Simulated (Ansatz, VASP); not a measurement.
One calculation of C, two programs

```
C
1.0
     0.00000    1.78337    1.78337
     1.78337    0.00000    1.78337
     1.78337    1.78337    0.00000
C
2
Cartesian
  0.8917 0.8917 0.8917
  0.0000 0.0000 0.0000
```

Alike in both runs: functional HSE06; k mesh 7 × 7 × 7; no spin polarisation.

|  | VASP | Ansatz |
| --- | --- | --- |
| version | VASP 6.6.1 | Ansatz 0.2.0 |
| potentials or method | VASP PAW PBE potentials, release 64 (C) | Ansatz PAW |
| plane-wave cutoff (eV) | 520 | 420 |
| occupations | methfessel-paxton of order 1, width 0.15 eV | cold, width 0.15 eV |
| valence electrons in the cell | 8 | 8 |
| task | single point | density of states |

Ansatz gave:

```
gap on the k mesh at the Fermi level (eV) : 5.41
least direct gap on the mesh (eV)         : 6.98
pressure (GPa)                            : -8.2
```

Q: What did VASP give for the same quantities?

A: gap on the k mesh at the Fermi level (eV): 5.40; least direct gap on the mesh (eV): 6.97; pressure (GPa): -7.3.

The k mesh is coarse, so the values compare programs but aren't converged. Noted on Ansatz's run: odd divisions of the mesh miss points on the zone boundary, where band edges often lie, so the gap on the mesh can be too wide.
